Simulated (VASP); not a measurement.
CoSi:

```
Co Si
1.0
     2.78133    0.00000    0.00000
     0.00000    2.78133    0.00000
     0.00000    0.00000    2.78133
Co Si
1 1
Cartesian
  0.0000 0.0000 0.0000
  1.3907 1.3907 1.3907
```

Base run:

- Program: VASP 6.6.1
- Functional: PBE
- Potentials or basis: VASP PAW PBE potentials, release 64 (Co, Si)
- Cutoff: 520 eV
- k mesh: 10 × 10 × 10
- Occupations: fermi-dirac, width 0.05 eV
- Spin: collinear spin, ferromagnetic start
- Starting moments: [2.0, 0.0] μB

Its results: pressure 0.6 GPa; net moment 0.54 μB per cell; site moments Co +0.54; Si +0.01 μB.

**Question.** The run is repeated on the same cell with these changes: functional from PBE to PBE-based screened hybrid; k mesh from 10 × 10 × 10 to 5 × 5 × 5. What comes out?

**Answer.** Pressure -2.6 GPa; net moment 0.87 μB per cell; site moments Co +0.97; Si +0.02 μB.

Several settings changed at once, so the effect can't be laid on one alone.

Caveats: some runs use coarse meshes; the PAW data sets were made with another functional, which shifts forces and pressure a little (some runs).
